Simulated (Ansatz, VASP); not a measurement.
# Two plane-wave programs on AlNi

INCAR

```
SYSTEM = AlNi
PREC     = Accurate       ! precision mode
ENCUT    = 520            ! plane-wave cutoff, eV
EDIFF    = 1E-6           ! SCF threshold, eV
ISMEAR   = -1             ! smearing method
SIGMA    = 0.05           ! smearing width, eV
LREAL    = .False.        ! projectors in reciprocal space
LASPH    = .True.         ! aspherical terms in the spheres
NELM     = 150            ! most SCF steps
ALGO     = Fast           ! electronic algorithm
ISIF     = 2              ! what is computed and relaxed
LWAVE    = .False.        ! write WAVECAR
LCHARG   = .True.         ! write CHGCAR
ISPIN    = 2              ! spin polarisation
MAGMOM   = 1 0            ! initial moments
LORBIT   = 11             ! projections on sites
LMAXMIX  = 4              ! l up to which the mixer works
LELF     = .True.         ! ELF
LVHAR    = .True.       
NBANDS   = 18             ! bands
```

The input KPOINTS:

```
Automatic mesh
0
Gamma
  10 10 9
  0 0 0
```

File POSCAR:

```
AlNi
1.0
    1.9515334073     -1.9661255611      0.0000000000
    1.9515334073      1.9661255611      0.0000000000
    0.0000000000      0.0000000000      3.1199566663
Ni Al
1 1
Direct
    0.5000000000      0.5000000000      0.5000000000
    0.0000000000      0.0000000000      0.0000000000
```

input.yaml

```yaml
crystal:
  lattice:
    - [1.9515334073, -1.9661255611, 0.0]
    - [1.9515334073, 1.9661255611, 0.0]
    - [0.0, 0.0, 3.1199566663]
  atoms:
    - { symbol: Ni, position: [0.5, 0.5, 0.5], spin: 1.0 }
    - { symbol: Al, position: [0.0, 0.0, 0.0] }
hamiltonian:
  xc: lda
  pseudopotentials: { kind: paw }
magnetization:
  spin_polarized: true
kpoints:
  mp_grid: { grid: [10, 10, 9] }
scf:
  occupations: { method: fermi_dirac, width: 0.05 }
output:
  forces: true
  stress: true
  eigenvalues: true
```

Alike in both runs: task single point; functional LDA; k mesh 10 × 10 × 9; occupations fermi-dirac, width 0.05 eV; collinear spin.

|  | VASP | Ansatz |
| --- | --- | --- |
| version | VASP 6.6.1 | Ansatz 0.2.0 |
| potentials or method | VASP PAW LDA potentials, release 64 (Ni, Al) | Ansatz PAW |
| plane-wave cutoff (eV) | 520 | 420 |
| valence electrons in the cell | 13 | 21 |

|  | VASP | Ansatz | Ansatz less VASP |
| --- | --- | --- | --- |
| gap on the k mesh at the Fermi level (eV) | none | none | - |
| pressure (GPa) | -7.6 | -8.1 | -0.45 |
| traceless stress, the component that is largest in VASP (GPa) | -4.61 | -4.47 | +0.134 |
| net moment per atom (μB) | 0.00 | 0.00 | 0.000 |

LDA's correlation is that of Perdew and Zunger in VASP and of Perdew and Wang (1992) in Ansatz. A gap of «none» marks a metal or a gap that the smearing closes. VASP's potentials hold 13 valence electrons a cell and Ansatz's 21, so a difference there can come from the potentials and not from the codes.
